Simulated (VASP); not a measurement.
A run of VASP 6.6.1:

INCAR

```
SYSTEM = ZrSn3O8
ALGO = Normal ; EDIFF = 1E-6
EDIFFG = -0.005 ; ENCUT = 600
GGA = PE ; IBRION = 2
ISIF = 3 ; ISMEAR = -1
KPAR = 4 ; LASPH = .TRUE.
LCHARG = .FALSE. ; LREAL = .FALSE.
LWAVE = .FALSE. ; NELM = 60
NSW = 80 ; PREC = Accurate
SIGMA = 0.02
```

File KPOINTS:

```
k-points
0
G
  6 6 4
  0 0 0
```

File POSCAR:

```
ZrSn3O8
1.0
    3.4519345600     -3.4519345600      0.0000000000
    3.4519345600      3.4519345600      0.0000000000
    0.0000000000      0.0000000000      6.5724586200
Zr Sn O
1 3 8
Direct
    0.5000000000      0.5000000000      0.0000000000
    0.0000000000      0.0000000000      0.7500000000
    0.5000000000      0.5000000000      0.5000000000
    0.0000000000      0.0000000000      0.2500000000
    0.1940277000      0.1940277000      0.0000000000
    0.8059723000      0.8059723000      0.0000000000
    0.6940277000      0.3059723000      0.7500000000
    0.3059723000      0.6940277000      0.7500000000
    0.1940277000      0.1940277000      0.5000000000
    0.8059723000      0.8059723000      0.5000000000
    0.6940277000      0.3059723000      0.2500000000
    0.3059723000      0.6940277000      0.2500000000
```

Potentials or basis: VASP PAW PBE potentials, release 64 (Zr_sv, Sn_d, O).

Run with:

```bash
$ cat potpaw_PBE.64/Zr_sv/POTCAR potpaw_PBE.64/Sn_d/POTCAR potpaw_PBE.64/O/POTCAR > POTCAR
$ mpirun -np 4 vasp_std > vasp.out
```

Hardware: 4 MPI ranks on AMD EPYC 9R45 96-Core Processor (Zen 5), with other jobs on the host.

Estimate the wall time of this run.

It took 5.6 min on 4 MPI ranks on AMD EPYC 9R45 96-Core Processor (Zen 5), on a shared host, peak memory 0.53 GiB a rank. Counts: scf iterations 62, k points 39, ion steps 9.
